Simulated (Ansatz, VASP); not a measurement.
# Two plane-wave programs on HgSb

File INCAR:

```
PREC     = Accurate       # precision mode
ENCUT    = 520            # plane-wave cutoff, eV
EDIFF    = 1E-7           # SCF threshold, eV
ISMEAR   = 0              # smearing method
SIGMA    = 0.05           # smearing width, eV
LREAL    = F              # projectors in reciprocal space
LASPH    = T              # aspherical terms in the spheres
NELM     = 60             # most SCF steps
ALGO     = Normal         # electronic algorithm
ISIF     = 2              # what is computed and relaxed
LWAVE    = F              # write WAVECAR
LCHARG   = F              # write CHGCAR
GGA      = PS             # functional
NBANDS   = 16             # bands
```

KPOINTS

```
Automatic mesh
0
Gamma
  10 10 10
```

The input POSCAR:

```
HgSb
1.0
    0.0000000000      3.1800241765      3.1800241765
    3.1800241765      0.0000000000      3.1800241765
    3.1800241765      3.1800241765      0.0000000000
Hg Sb
1 1
Direct
    0.0000000000      0.0000000000      0.0000000000
    0.2500000000      0.2500000000      0.2500000000
```

Input for Ansatz:

```yaml
crystal:
  lattice:
    - [0.0, 3.1800241765, 3.1800241765]
    - [3.1800241765, 0.0, 3.1800241765]
    - [3.1800241765, 3.1800241765, 0.0]
  atoms:
    - { symbol: Hg, position: [0.0, 0.0, 0.0] }
    - { symbol: Sb, position: [0.25, 0.25, 0.25] }
basis:
  ecutwfc: 420
  ecutrho_ratio: 4
kpoints:
  mp_grid: { grid: [10, 10, 10] }
hamiltonian:
  xc: pbesol
scf:
  occupations: { method: gaussian, width: 0.05 }
output:
  forces: true
  stress: true
  eigenvalues: true
```

Alike in both runs: task single point; functional PBEsol; k mesh 10 × 10 × 10; occupations gaussian, width 0.05 eV; no spin polarisation.

|  | VASP | Ansatz |
| --- | --- | --- |
| version | VASP 6.6.1 | Ansatz 0.2.0 |
| potentials or method | VASP PAW PBE potentials, release 64 (Hg, Sb), cutoff 520 eV | scalar-relativistic, plane waves, PAW |
| valence electrons in the cell | 17 | 35 |

|  | VASP | Ansatz | Ansatz less VASP |
| --- | --- | --- | --- |
| gap on the k mesh at the Fermi level (eV) | none | none | - |
| pressure (GPa) | 1.0 | 1.0 | -0.05 |

VASP's potentials were made for PBE, not for PBEsol. A gap of «none» marks a metal or a gap that the smearing closes. With one functional, cell and mesh, what is left measures potentials, basis and numerics. VASP's potentials hold 17 valence electrons a cell and Ansatz's 35, so a difference there can come from the potentials and not from the codes.

Spin-orbit coupling is off throughout.
